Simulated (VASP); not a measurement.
A run of VASP 6.6.1 is set up as follows.

The input INCAR:

```
SYSTEM = Mo6Se13
PREC = Accurate
ENCUT = 520
EDIFF = 1E-6
ISMEAR = 0
SIGMA = 0.01
LREAL = Auto
LASPH = .TRUE.
NELM = 150
ALGO = Normal
ISIF = 2
LWAVE = .FALSE.
LCHARG = .FALSE.
ISPIN = 2
MAGMOM = 0 0 0 0 0 0 0 0 0 0 0 0 0 0 0 0 0.167 0 0.167 0.167 0 0 0 0 0 0 0 0 0 0.167 0 0.167 0.167 0 0 0 0 0
LORBIT = 11
LMAXMIX = 4
GGA = PE
NELECT = 325.0
NBANDS = 191
LUSENCCL = .FALSE.
```

The input KPOINTS:

```
Automatic mesh
0
Gamma
  2 2 2
  0.5 0.5 0.5
```

Contents of POSCAR:

```
Mo6Se13
1.0
   -4.9814417626      4.7933945709     -7.4957540085
    6.6419223501      1.9173578284     -7.4957540085
   -1.6604805875     -6.7107523993     -7.4957540085
Mo Se
12 26
Direct
    0.8717618175      0.9519623577      0.1760436359
    0.4135008192      0.5606590205      0.0256079714
    0.1769763069      0.8771513654      0.9454682277
    0.7170748694      0.4868852425      0.7957973223
    0.0221974821      0.4102233560      0.5673469731
    0.6419511685      0.2555364078      0.1022698579
    0.9484237040      0.1804127069      0.8709210232
    0.4846540612      0.7948932309      0.7200019071
    0.2564316925      0.1046172917      0.6385002150
    0.7916220739      0.7154378453      0.4925359808
    0.3386898270      0.3300836124      0.3308224607
    0.5661557533      0.0231155996      0.4102778463
    0.3616157825      0.9000773209      0.5154619363
    0.1307174304      0.2115119155      0.4358688488
    0.6730503771      0.8204842334      0.2845635843
    0.4413572642      0.1272156040      0.2072336669
    0.9790451368      0.7493858194      0.0545381426
    0.2820226949      0.6691789689      0.8268965309
    0.9006919888      0.5175066753      0.3647704348
    0.2109242809      0.4391535272      0.1328912907
    0.7464299484      0.0545387486      0.9747055393
    0.5160772102      0.3593209239      0.9002761022
    0.0533875130      0.9798188026      0.7426002194
    0.5887540656      0.5918490515      0.5952034180
    0.8208593854      0.2848914868      0.6699233640
    0.5098363229      0.0482978614      0.6636824768
    0.2784197965      0.3591427145      0.5835745061
    0.8206811760      0.9681898907      0.4322659503
    0.5906037241      0.2764290066      0.3564558822
    0.1235551043      0.8937751748      0.1990219817
    0.4297283523      0.8168813349      0.9745273299
    0.0451758278      0.6620166427      0.5091597902
    0.3553136364      0.5836373663      0.2774012581
    0.8958492428      0.2040023121      0.1240698967
    0.6655407736      0.5086852813      0.0496953967
    0.2026097284      0.1290652626      0.8918136220
    0.7379674681      0.7410712668      0.7444498780
    0.9702237429      0.4343107813      0.8193869275
```

Potentials or basis: VASP PAW PBE potentials, release 64 (Mo_sv, Se).

Run with:

```bash
$ cat potpaw_PBE.64/Mo_sv/POTCAR potpaw_PBE.64/Se/POTCAR > POTCAR
$ mpirun -np 1 vasp_std > vasp.out
```

(1) Estimate the largest force.

(2) What does it give for the site moments?

(3) Estimate the net moment.

Results:

(1) 0.046 eV/Å.

(2) Mo +0.23, +0.22, +0.02 (each value once); Se +0.01, +0.00, +0.17 (each value once) μB.

(3) 3.50 μB per cell.

Caveat: the cell carries a net charge on a neutralising background, which shifts energy and pressure; the cell differs from its parent crystal (atoms taken out, then relaxed in part); a moment this small can come from the mesh or the smearing.
